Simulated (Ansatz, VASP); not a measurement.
One calculation of SiGeTe2S2, two programs

```
CELL_PARAMETERS angstrom
-2.43125 2.43125 5.84831
2.43125 -2.43125 5.84831
2.43125 2.43125 -5.84831
ATOMIC_POSITIONS crystal
Si 0.50000 0.50000 0.00000
Ge 0.00000 0.00000 0.00000
Te 0.74393 0.74393 0.00000
Te 0.25607 0.25607 0.00000
S 0.50000 0.00000 0.50000
S 0.00000 0.50000 0.50000
```

Alike in both runs: functional PBE; k mesh 6 × 6 × 6; occupations gaussian, width 0.1 eV; no spin polarisation.

Ansatz relaxed the structure, and its values are those at the end. VASP's run is a single point on that final structure, the one shown.

```csv
,VASP,Ansatz
version,VASP 6.6.1,Ansatz 0.2.0
potentials or method,"VASP PAW PBE potentials, release 64 (Si, Ge_d, Te, S), cutoff 520 eV","scalar-relativistic, plane waves, PAW"
valence electrons in the cell,42,62
```

```csv
,VASP,Ansatz,Ansatz less VASP
gap on the k mesh at the Fermi level (eV),none,none,-
pressure (GPa),0.0,0.0,+0.07
```

A gap of «none» marks a metal or a gap that the smearing closes. With one functional, cell and mesh, what is left measures potentials, basis and numerics. VASP's potentials hold 42 valence electrons a cell and Ansatz's 62, so a difference there can come from the potentials and not from the codes.

Spin-orbit coupling is off throughout.
